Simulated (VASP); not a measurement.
# LiF: single point with r2SCAN

The system is LiF.

```xyz
2
Lattice="0.0000 1.7944 2.5372 1.7944 0.0000 2.5372 1.7944 1.7944 0.0000" Properties=species:S:1:pos:R:3 pbc="T T T"
Li    0.0000    0.0000    0.0000
F     1.7944    1.7944    2.5372
```

This cell differs from its parent crystal: ratio of the length along z to the lengths across it x 1.414, volume and fractional coordinates fixed.

```json
{
 "Program": "VASP 6.6.1",
 "Task": "single point",
 "Functional": "r2SCAN",
 "Potentials or basis": "VASP PAW PBE potentials, release 64 (Li_sv, F)",
 "Cutoff": "520 eV",
 "k mesh": "12 × 12 × 12",
 "Occupations": "gaussian, width 0.05 eV",
 "Spin": "no spin polarisation"
}
```

```yaml
Band_gap_on_the_k_mesh: 9.24 eV (least direct gap 9.56 eV)
```

Levels at points of the mesh, in eV from the valence-band top:
```
           k point  band 1  band 2  band 3  band 4  band 5  band 6  band 7  band 8  band 9  band 10
(0.00, 0.00, 0.00)  -41.82  -21.33   -0.52   -0.32   -0.32    9.24   21.65   24.82   27.84    27.84
(0.50, 0.00, 0.00)  -41.72  -21.04   -2.64   -0.87    0.00   11.66   17.20   18.92   24.13    29.77
(0.50, 0.50, 0.00)  -41.79  -21.01   -3.31   -0.59   -0.59   12.61   19.67   21.04   26.21    26.21
(0.50, 0.00, 0.50)  -41.66  -20.48   -3.33   -2.64   -0.60   17.00   18.47   19.00   19.25    23.90
```

It took 33 s on 1 thread of Intel(R) Xeon(R) 6975P-C (Granite Rapids), on a shared host, peak memory 0.14 GiB.

 A k mesh can miss the band edges.
